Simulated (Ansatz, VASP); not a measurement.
## ZnSe: VASP beside Ansatz

INCAR

```
  PREC = Accurate
  ENCUT = 520
  EDIFF = 1E-6
  ISMEAR = -1
  SIGMA = 0.08
  LREAL = False
  LASPH = True
  NELM = 80
  ALGO = Normal
  ISIF = 2
  LWAVE = False
  LCHARG = True
  GGA = PS
  LELF = True
  LVHAR = True
  NBANDS = 16
```

The input KPOINTS:

```
regular mesh
0
Gamma
  11 11 11
```

Contents of POSCAR:

```
ZnSe
1.0
    0.0000000000      2.6149038414      2.6149038414
    2.6149038414      0.0000000000      2.6149038414
    2.6149038414      2.6149038414      0.0000000000
Zn Se
1 1
Direct
    0.0000000000      0.0000000000      0.0000000000
    0.2500000000      0.2500000000      0.2500000000
```

Input for Ansatz:

```yaml
crystal:
  lattice:
    - [0.0, 2.6149038414, 2.6149038414]
    - [2.6149038414, 0.0, 2.6149038414]
    - [2.6149038414, 2.6149038414, 0.0]
  atoms:
    - { symbol: Zn, position: [0.0, 0.0, 0.0] }
    - { symbol: Se, position: [0.25, 0.25, 0.25] }
kpoints:
  mp_grid: { grid: [11, 11, 11] }
scf:
  occupations: { method: fermi_dirac, width: 0.08 }
hamiltonian:
  xc: pbesol
  pseudopotentials: { kind: paw }
output:
  forces: true
  stress: true
  eigenvalues: true
  populations: true
  write_density: true
  write_potential: true
  elf: true
  volumetric_format: npy
```

Change from the starting cell: volume scaled by 0.8, PAW files.

Alike in both runs: task single point; functional PBEsol; k mesh 11 × 11 × 11; occupations fermi-dirac, width 0.08 eV; no spin polarisation.

```csv
,VASP,Ansatz
version,VASP 6.6.1,Ansatz 0.2.0
potentials or method,"VASP PAW PBE potentials, release 64 (Zn, Se)","PAW with Ansatz's default frozen-core files, scalar-relativistic"
plane-wave cutoff (eV),520,420
valence electrons in the cell,18,28
```

```csv
,VASP,Ansatz,Ansatz less VASP
pressure (GPa),24.7,24.1,-0.59
```

VASP's potentials were made for PBE, not for PBEsol. VASP's potentials hold 18 valence electrons a cell and Ansatz's 28, so a difference there can come from the potentials and not from the codes.
